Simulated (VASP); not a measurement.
Input of a VASP 6.6.1 run:

The input INCAR:

```
ALGO = Normal
EDIFF = 1E-6
ENCUT = 520
GGA = PS
ISIF = 2
ISMEAR = -1
LASPH = T
LCHARG = F
LREAL = F
LWAVE = F
NBANDS = 8
NELM = 80
PREC = Accurate
SIGMA = 0.1
```

File KPOINTS:

```
k-points
0
Gamma
  13 13 13
```

File POSCAR:

```
As
1.0
    2.6180897329      0.0000000000      0.0000000000
    0.0000000000      2.6180897329      0.0000000000
    0.0000000000      0.0000000000      2.6180897329
As
1
Direct
    0.0000000000      0.0000000000      0.0000000000
```

Potentials or basis: VASP PAW PBE potentials, release 64 (As).

Command:

```sh
$ cat potpaw_PBE.64/As/POTCAR > POTCAR
$ mpirun -np 1 vasp_std > vasp.out
```

Task: Estimate the pressure.

Result: 9.6 GPa.

Caveat: the PAW data sets were made with another functional, which shifts forces and pressure a little.
